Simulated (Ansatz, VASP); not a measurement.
**One calculation of Al, two programs**

INCAR

```
SYSTEM = Al
PREC     = Accurate       ! precision mode
ENCUT    = 520            ! plane-wave cutoff, eV
EDIFF    = 1E-6           ! SCF threshold, eV
ISMEAR   = -1             ! smearing method
SIGMA    = 0.05           ! smearing width, eV
LREAL    = .False.        ! projectors in reciprocal space
LASPH    = .True.         ! aspherical terms in the spheres
NELM     = 100            ! most SCF steps
ALGO     = Normal         ! electronic algorithm
ISIF     = 2              ! what is computed and relaxed
LWAVE    = .False.        ! write WAVECAR
LCHARG   = .False.        ! write CHGCAR
GGA      = PS             ! functional
NBANDS   = 8              ! bands
```

File KPOINTS:

```
regular mesh
0
Gamma
  14 14 14
  0 0 0
```

Contents of POSCAR:

```
Al
1.0
    0.0000000000      2.0636759603      2.0636759603
    2.0636759603      0.0000000000      2.0636759603
    2.0636759603      2.0636759603      0.0000000000
Al
1
Direct
    0.0000000000      0.0000000000      0.0000000000
```

Input for Ansatz:

```yaml
crystal:
  lattice:
    - [0.0, 2.0636759603, 2.0636759603]
    - [2.0636759603, 0.0, 2.0636759603]
    - [2.0636759603, 2.0636759603, 0.0]
  atoms:
    - { symbol: Al, position: [0.0, 0.0, 0.0] }
kpoints:
  mp_grid: { grid: [14, 14, 14] }
  band_path:
    path:
      - [0.0, 0.0, 0.0]
      - [0.5, 0.0, 0.5]
      - [0.625, 0.25, 0.625]
      - [0.375, 0.375, 0.75]
      - [0.0, 0.0, 0.0]
      - [0.5, 0.5, 0.5]
      - [0.5, 0.25, 0.75]
      - [0.5, 0.0, 0.5]
    npoints: 5
scf:
  occupations: { method: fermi_dirac, width: 0.05 }
hamiltonian:
  xc: pbesol
  pseudopotentials: { kind: all_electron, lapw: { basis_error: 0.001 } }
output:
  forces: true
  stress: true
  eigenvalues: true
```

Change from the starting cell: volume scaled by 1.06.

Alike in both runs: task single point; functional PBEsol; k mesh 14 × 14 × 14; occupations fermi-dirac, width 0.05 eV; no spin polarisation.

|  | VASP | Ansatz |
| --- | --- | --- |
| version | VASP 6.6.1 | Ansatz 0.2.0 |
| potentials or method | VASP PAW PBE potentials, release 64 (Al), cutoff 520 eV | all-electron LAPW, scalar-relativistic |

```csv
,VASP,Ansatz,Ansatz less VASP
pressure (GPa),-5.7,-5.7,-0.01
```

VASP's potentials were made for PBE, not for PBEsol. Ansatz ran all-electron here, and VASP with PAW potentials.
